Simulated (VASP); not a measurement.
# BP2 (I4/mcm) in VASP: further runs

The runs below take BP2 through single point, relaxation of cell and atoms, with PBE.

All numbers are computed with VASP 6.6.1; they aren't measurements. Logs are shortened: lines on timing, memory, paths and dates and some standing lists are left out, and cuts for length are marked.

## 1. The cell of the first run

Symmetry: I4/mcm, No. 140, tetragonal system. Conventional cell: a = 4.856 Å, b = 4.856 Å, c = 5.906 Å, α = 90.00°, β = 90.00°, γ = 90.00°. Within 3.1 Å of B (site symmetry 422) lie 8 P at 2.33 Å and 2 B at 2.95 Å. P (site symmetry m2m) has 7 P at 2.32 to 3.16 Å and 4 B at 2.33 Å within 3.2 Å.

## 2. Single point, PBE

The input, INCAR:

```
SYSTEM = BP2
ALGO = Normal ; EDIFF = 1E-6
ENCUT = 520 ; GGA = PE
ISIF = 2 ; ISMEAR = 0
LASPH = .TRUE. ; LCHARG = .FALSE.
LREAL = .FALSE. ; LWAVE = .FALSE.
NBANDS = 22 ; NELM = 100
PREC = Accurate ; SIGMA = 0.1
```

The input, KPOINTS:

```
k-points
0
G
  10 10 10
  0 0 0
```

The input, POSCAR:

```
BP2
1.0
   -2.4279564217      2.4279564217      2.9532125589
    2.4279564217     -2.4279564217      2.9532125589
    2.4279564217      2.4279564217     -2.9532125589
B P
2 4
Direct
    0.2500000000      0.2500000000      0.0000000000
    0.7500000000      0.7500000000      0.0000000000
    0.6686323037      0.1686323037      0.8372646073
    0.1686323037      0.3313676963      0.5000000000
    0.3313676963      0.8313676963      0.1627353927
    0.8313676963      0.6686323037      0.5000000000
```

Potentials or basis: VASP PAW PBE potentials, release 64 (B, P).

Run with:

```bash
$ cat potpaw_PBE.64/B/POTCAR potpaw_PBE.64/P/POTCAR > POTCAR
$ mpirun -np 1 vasp_std > vasp.out
```

OUTCAR:

```text
SYSTEM = BP2
   EDIFF = 1E-6
   ENCUT = 520
   GGA = PE
   ISIF = 2
   ISMEAR = 0
   LASPH = .TRUE.
   LREAL = .FALSE.
   NELM = 100
   PREC = Accurate

 ion  position               nearest neighbor table
   1  0.250  0.250  0.000-   5 2.33   3 2.33   4 2.33   4 2.33   6 2.33   6 2.33   5 2.33   3 2.33

   2  0.750  0.750  0.000-   5 2.33   3 2.33   6 2.33   6 2.33   4 2.33   4 2.33   3 2.33   5 2.33

   3  0.669  0.169  0.837-   5 2.32   2 2.33   1 2.33   2 2.33   1 2.33   6 2.55   4 2.55   6 2.55
                             4 2.55
   4  0.169  0.331  0.500-   6 2.32   1 2.33   2 2.33   1 2.33   2 2.33   5 2.55   3 2.55   5 2.55
                             3 2.55
   5  0.331  0.831  0.163-   3 2.32   1 2.33   2 2.33   1 2.33   2 2.33   4 2.55   6 2.55   4 2.55
                             6 2.55
   6  0.831  0.669  0.500-   4 2.32   2 2.33   1 2.33   2 2.33   1 2.33   5 2.55   3 2.55   5 2.55
                             3 2.55

  LATTYP: Found a body centered tetragonal cell.
 ALAT       =     4.8559128434
 C/A-ratio  =     1.2163367236

  Lattice vectors:

 A1 = (  -2.4279564217,   2.4279564217,   2.9532125589)
 A2 = (   2.4279564217,  -2.4279564217,   2.9532125589)
 A3 = (   2.4279564217,   2.4279564217,  -2.9532125589)

Analysis of symmetry for initial positions (statically):
=====================================================================
 Subroutine PRICEL returns:
 Original cell was already a primitive cell.

 Routine SETGRP: Setting up the symmetry group for a
 body centered tetragonal supercell.

 Subroutine GETGRP returns: Found 16 space group operations
 (whereof  8 operations were pure point group operations)
 out of a pool of 16 trial point group operations.

The static configuration has the point symmetry C_4h.
 The point group associated with its full space group is D_4h.

Analysis of symmetry for dynamics (positions and initial velocities):
=====================================================================
 Subroutine PRICEL returns:
 Original cell was already a primitive cell.

 Routine SETGRP: Setting up the symmetry group for a
 body centered tetragonal supercell.

 Subroutine GETGRP returns: Found 16 space group operations
 (whereof  8 operations were pure point group operations)
 out of a pool of 16 trial point group operations.

The dynamic configuration has the point symmetry C_4h.
 The point group associated with its full space group is D_4h.

 Subroutine INISYM returns: Found 16 space group operations
 (whereof  8 operations are pure point group operations),
 and found     1 'primitive' translations
[... 102 lines left out ...]
   NELM   =    100;   NELMIN=  2; NELMDL= -5     # of ELM steps
   EDIFF  = 0.1E-05   stopping-criterion for ELM
   LREAL  =      F    real-space projection
   EDIFFG = 0.1E-04   stopping-criterion for IOM
   NSW    =      0    number of steps for IOM
   IBRION =     -1    ionic relax: 0-MD 1-quasi-New 2-CG
   NFREE  =      0    steps in history (QN), initial steepest desc. (CG)
   ISIF   =      2    stress and relaxation
   ISYM   =      2    0-nonsym 1-usesym 2-fastsym
   POTIM  = 0.5000    time-step for ionic-motion
   TEBEG  =    0.0;   TEEND  =   0.0 temperature during run
   PSTRESS=    0.0 pullay stress
   NELECT =      26.0000    total number of electrons
   NUPDOWN=      -1.0000    fix difference up-down
   EMIN   =  10.00;   EMAX   =-10.00  energy-range for DOS
   EFERMI =   0.00;   METHOD = LEGACY
   ISMEAR =     0;   SIGMA  =   0.10  broadening in eV -4-tet -1-fermi 0-gaus
   EFERMI_NEDOS =   21; number of points for ismear=-14 and -15
   IALGO  =     38    algorithm
   IMIX   =      4    mixing-type and parameters
     AMIX     =   0.40;   BMIX     =  1.00
     AMIX_MAG =   1.60;   BMIX_MAG =  1.00
  volume/ion in A,a.u.               =      11.61        78.32
  Fermi-wavevector in a.u.,A,eV,Ry     =   1.178837  2.227679 18.907430  1.389657
  Thomas-Fermi vector in A             =   2.315159
   LORBIT       =      0    0 simple, 1 ext, 2 COOP (PROOUT), +10 PAW based schemes
   GGA     = PE    functional components
   LHFCALC =     F    Hartree Fock is set to
   AEXX    =    0.0000 exact exchange contribution
   IVDW    =     0    specifies the selected vdW correction
   LEPSILON=     F    determine dielectric tensor
   LRPA    =     F    only Hartree local field effects (RPA)
 non-spin polarized calculation
 Gauss-broadening in eV      SIGMA  =   0.10
  energy-cutoff  :      520.00
  volume of cell :       69.64
 maximum number of plane-waves:      1894
 NGX is ok and might be reduce to    36
   NGX = 17   NGY = 17   NGZ = 17

 number of electron      25.9999999 magnetization

 Free energy of the ion-electron system (eV)
  ---------------------------------------------------
  ext. energy  EPLUGINS =         0.00000000
  ---------------------------------------------------
  free energy    TOTEN  =       -29.41988426 eV

  energy without entropy =      -29.41236433  energy(sigma->0) =      -29.41612429

 E-fermi :   9.9021     XC(G=0): -11.7243

 val. band max:        9.8955964325   @ k =   0.3000   0.0000   0.0000
 cond. band min:       9.9210531691   @ k =  -0.4000   0.2000   0.1000
 fundamental gap:      0.0254567366
 Fermi energy:         9.9021049825

 k-point     1 :       0.0000    0.0000    0.0000
  band No.  band energies     occupation
      1      -7.1991      2.00000
      2       0.3324      2.00000
      3       0.7424      2.00000
      4       0.7424      2.00000
      5       1.5399      2.00000
      6       3.9827      2.00000
[... 589 lines left out ...]
     21      15.5765      0.00000
     22      15.7694      0.00000

 [... further k-points ...]
[... 5 lines left out ...]
  --------------------------------------------------------------------------------------
  -------------------------------------------------------------------------------------
  Total       -0.1551832     -0.1551832     -0.0618323      0.0000000     -0.0000000      0.0000000
  in kB       -3.5704149     -3.5704149     -1.4226219      0.0000000     -0.0000000      0.0000000
  external PRESSURE =      -2.8544839 kB  Pullay stress =       0.0000000 kB

 VOLUME and BASIS-vectors are now :
 -----------------------------------------------------------------------------
  energy-cutoff  :      520.00
  volume of cell :       69.64
      direct lattice vectors                 reciprocal lattice vectors
    -2.427956422  2.427956422  2.953212559     0.000000000  0.205934503  0.169307149
     2.427956422 -2.427956422  2.953212559     0.205934503  0.000000000  0.169307149
     2.427956422  2.427956422 -2.953212559     0.205934503  0.205934503  0.000000000

 POSITION                                       TOTAL-FORCE (eV/Angst)
 -----------------------------------------------------------------------------------
      0.00000      0.00000      1.47661        -0.000000      0.000000      0.000000
      0.00000      0.00000      4.42982        -0.000000      0.000000      0.000000
      0.81886      3.24682      0.00000        -0.009220     -0.009220     -0.000000
      1.60909      0.81886      0.00000         0.009220     -0.009220      0.000000
      1.60909     -0.81886      2.95321         0.009220      0.009220      0.000000
      0.81886      1.60909      2.95321        -0.009220      0.009220      0.000000
 -----------------------------------------------------------------------------------
    total drift:                               -0.000000     -0.000000     -0.000000

  FREE ENERGIE OF THE ION-ELECTRON SYSTEM (eV)
  ---------------------------------------------------
  free  energy   TOTEN  =       -29.4198842625 eV

  energy  without entropy=      -29.4123643252  energy(sigma->0) =      -29.41612429
```

OSZICAR:

```text
N       E                     dE             d eps       ncg     rms          rms(c)
DAV:   1     0.654910955671E+02    0.65491E+02   -0.11654E+04  4488   0.106E+03
DAV:   2    -0.252949757489E+02   -0.90786E+02   -0.86629E+02  5712   0.173E+02
DAV:   3    -0.296999536110E+02   -0.44050E+01   -0.42895E+01  6030   0.335E+01
DAV:   4    -0.297503279141E+02   -0.50374E-01   -0.50261E-01  5752   0.388E+00
DAV:   5    -0.297510065221E+02   -0.67861E-03   -0.67835E-03  5928   0.388E-01    0.114E+01
DAV:   6    -0.294170099963E+02    0.33400E+00   -0.11494E+00  5558   0.442E+00    0.666E+00
DAV:   7    -0.294206600337E+02   -0.36500E-02   -0.11017E-01  5454   0.173E+00    0.268E+00
DAV:   8    -0.294198523182E+02    0.80772E-03   -0.69700E-03  5644   0.511E-01    0.253E-01
DAV:   9    -0.294198635332E+02   -0.11215E-04   -0.10070E-03  5892   0.160E-01    0.792E-02
DAV:  10    -0.294198847350E+02   -0.21202E-04   -0.89238E-05  5580   0.530E-02    0.145E-02
DAV:  11    -0.294198849130E+02   -0.17801E-06   -0.10346E-05  5642   0.170E-02    0.641E-03
DAV:  12    -0.294198842625E+02    0.65052E-06   -0.16839E-06  3752   0.673E-03
   1 F= -.29419884E+02 E0= -.29416124E+02  d E =-.751994E-02
```

Wall time 81 s (1 thread of Intel Xeon Platinum 8559C (Emerald Rapids), shared host); peak memory 0.27 GiB.

What came out:

* Free energy: -29.4199 eV
* Pressure: -0.3 GPa
* Largest force: 0.013 eV/Å
* Band gap on the k mesh: zero (bands 13 and 14 overlap by 4.11 eV)

Forces on the atoms (eV/Å):
```
B    0.000  0.000  0.000
B    0.000  0.000  0.000
P   -0.009 -0.009  0.000
P    0.009 -0.009  0.000
P    0.009  0.009  0.000
P   -0.009  0.009  0.000
```

## 3. Relaxation of cell and atoms, PBE

This run uses another cell than the first one, of 13.83 Å³/atom.

The input, INCAR:

```
SYSTEM = BP2
PREC = Accurate ; ENCUT = 600
EDIFF = 1E-6 ; ISMEAR = 0
SIGMA = 0.1 ; LREAL = .FALSE.
LASPH = .TRUE. ; NELM = 100
ALGO = Normal ; ISIF = 3
LWAVE = .FALSE. ; LCHARG = .FALSE.
GGA = PE ; IBRION = 2
NSW = 90 ; EDIFFG = -0.04
```

The input, KPOINTS:

```
regular mesh
0
G
  6 6 6
  0 0 0
```

The input, POSCAR:

```
BP2
1.0
   -2.9212471598      2.9212471598      2.4316495163
    2.9212471598     -2.9212471598      2.4316495163
    2.9212471598      2.9212471598     -2.4316495163
B P
2 4
Direct
    0.2500000000      0.2500000000      0.0000000000
    0.7500000000      0.7500000000      0.0000000000
    0.6670000000      0.1670000000      0.8340000000
    0.1670000000      0.3330000000      0.5000000000
    0.3330000000      0.8330000000      0.1660000000
    0.8330000000      0.6670000000      0.5000000000
```

Potentials or basis: VASP PAW PBE potentials, release 64 (B, P).

Run with:

```bash
$ cat potpaw_PBE.64/B/POTCAR potpaw_PBE.64/P/POTCAR > POTCAR
$ mpirun -np 1 vasp_std > vasp.out
```

It took 60 s on 1 thread of Intel Xeon Platinum 8559C (Emerald Rapids), shared host; peak memory 0.25 GiB.

It converged, with:

```yaml
Free_energy: -27.8050 eV
Relaxed_volume: 11.46 Å³/atom
Relaxed_cell: a = 4.500 Å, b = 4.500 Å, c = 4.500 Å, α = 105.05°, β = 105.05°, γ = 118.74°
Space_group_after_relaxing_to_0.1_Å: I4/mcm (No. 140)
Energy_gained_by_relaxing: 127.3 meV/atom
Ionic_steps: 2
Pressure_after_relaxing: 0.2 GPa
Largest_force_after_relaxing: 0.016 eV/Å
Band_gap_on_the_k_mesh: zero (bands 13 and 14 overlap by 3.73 eV)
```

Forces on the atoms (eV/Å):
```
B    0.000  0.000  0.000
B    0.000  0.000  0.000
P    0.011  0.011  0.000
P   -0.011  0.011  0.000
P   -0.011 -0.011  0.000
P    0.011 -0.011  0.000
```

Stress tensor (GPa, compression positive):
```
0.26 0.00 0.00
0.00 0.26 0.00
0.00 0.00 0.06
```

Step by step:
```tsv
step	energy change (eV)	largest force (eV/Å)	pressure (GPa)	volume (Å³)
1	0.0000	0.2007	-14.62	83.00
2	-0.7637	0.0162	0.19	68.75
```

Final structure:
```cif
data_structure
_symmetry_space_group_name_H-M 'P 1'
_symmetry_Int_Tables_number 1
_cell_length_a 4.4998
_cell_length_b 4.4998
_cell_length_c 4.4998
_cell_angle_alpha 105.047
_cell_angle_beta 105.047
_cell_angle_gamma 118.736
_cell_volume 68.75
loop_
_atom_site_label
_atom_site_type_symbol
_atom_site_fract_x
_atom_site_fract_y
_atom_site_fract_z
_atom_site_occupancy
B1 B 0.25000 0.25000 0.00000 1
B2 B 0.75000 0.75000 0.00000 1
P1 P 0.66817 0.16817 0.83634 1
P2 P 0.16817 0.33183 0.50000 1
P3 P 0.33183 0.83183 0.16366 1
P4 P 0.83183 0.66817 0.50000 1
```

Levels at points of the mesh, in eV from the Fermi level:
```tsv
k point	band 9	band 10	band 11	band 12	band 13	band 14	band 15	band 16	band 17
(0.00, 0.00, 0.00)	-6.22	-6.22	-5.50	-4.68	-3.40	0.79	1.03	1.06	1.06
(0.50, 0.00, 0.00)	-2.01	-2.01	-1.06	-1.06	-0.66	-0.66	2.11	2.11	2.86
(0.50, 0.50, 0.00)	-5.39	-4.98	-0.43	-0.29	-0.11	0.12	1.02	1.23	1.67
(0.50, 0.50, 0.50)	-2.20	-1.89	-1.89	-1.50	-1.50	1.17	2.81	3.33	3.33
```

Caveat: the volume moved by over 15 % at a fixed basis, so the end points are rough.

The gap in the log of VASP goes by the Fermi energy; the results here count the filled bands.